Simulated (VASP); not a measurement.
A run of VASP 6.6.1 is set up as follows.

Contents of INCAR:

```
PREC     = Accurate       # precision mode
ENCUT    = 520            # plane-wave cutoff, eV
EDIFF    = 1E-6           # SCF threshold, eV
ISMEAR   = -1             # smearing method
SIGMA    = 0.05           # smearing width, eV
LREAL    = Auto         
LASPH    = T              # aspherical terms in the spheres
NELM     = 120            # most SCF steps
ALGO     = Normal         # electronic algorithm
ISIF     = 2              # what is computed and relaxed
LWAVE    = F              # write WAVECAR
LCHARG   = F              # write CHGCAR
NBANDS   = 68             # bands
GGA_COMPAT= F
```

File KPOINTS:

```
Automatic mesh
0
Gamma
  1 1 1
```

Contents of POSCAR:

```
H6CSO
1.0
    7.4071520000      0.0000000000      0.0000000000
    0.0000000000      7.4071520000      0.0000000000
    0.0000000000      0.0000000000      7.4071520000
S H C O
4 24 4 4
Direct
    0.6399220645      0.2240942268      0.7480067913
    1.1452579885      0.3053805295      1.1620525676
    0.4137352656      0.8842399886      0.4357680253
    0.7952989219      0.6885507412      0.7590636725
    0.6637638866      0.3144123409      0.5881612798
    0.6086414860      0.0690548810      0.6611447963
    1.1914700819      0.3397797156      0.9319641341
    0.9997769723      0.1928676501      1.1745539986
    0.4698432002      1.0046506404      0.3085801398
    0.5472008675      0.7713355957      0.3998162857
    0.7848225607      0.5026628318      0.7723616310
    0.8516768658      0.6928168883      0.9422109874
    0.0302680436      0.2439264106      0.6359259267
    0.3012223861      0.4990852085      0.7932198502
    0.1339786196      0.4553031989      0.5437852497
    0.2535792434      0.2401192793      0.5324448587
    0.1231242453      0.7521109328      0.8401339678
    0.5204294444      0.6896172780      0.8123905112
    0.2608559943      0.7417290748      1.0417769205
    0.3136023130      0.9128339745      0.8774627549
    0.9205292398      0.8071388301      0.3663891331
    0.9753816312      0.5265586557      0.1213691848
    1.1310014969      0.7553915459      0.2607209897
    0.9806333122      0.9100933800      0.1525147587
    0.5539240993      0.3391856951      0.2150084135
    0.7567955943      0.5684100988      0.3027479387
    0.3791335725      0.4762964227      0.3151413661
    0.5038238718      0.5689366169      0.1291049515
    0.1574559291      0.3244431868      0.6186993328
    0.2645821228      0.7739681864      0.8929747898
    0.9821723653      0.7828379923      0.2306689535
    0.5202809393      0.4883928398      0.2548617876
    0.2285898818      0.3699532560      0.7882651794
    0.3900419486      0.6584852046      0.8021166570
    0.8945948456      0.6417851288      0.1320075516
    0.6483328545      0.5637119368      0.3806726256
```

Potentials or basis: VASP PAW LDA potentials, release 64 (S, H, C, O).

Launch:

```console
$ cat potpaw_LDA.64/S/POTCAR potpaw_LDA.64/H/POTCAR potpaw_LDA.64/C/POTCAR potpaw_LDA.64/O/POTCAR > POTCAR
$ mpirun -np 1 vasp_gam > vasp.out
```

Predict the largest force.

2.027 eV/Å.

Estimate the pressure.

-1.4 GPa.

Estimate the band gap on the k mesh.

4.04 eV.

Stress tensor (GPa, compression positive):
```
-0.91 -0.51  0.22
-0.51 -1.80  0.33
 0.22  0.33 -1.48
```

Caveat: the k points lie up to 0.85 Å⁻¹ apart, too coarse for converged energies, forces and pressures; the atoms stand as in a frame of molecular dynamics.
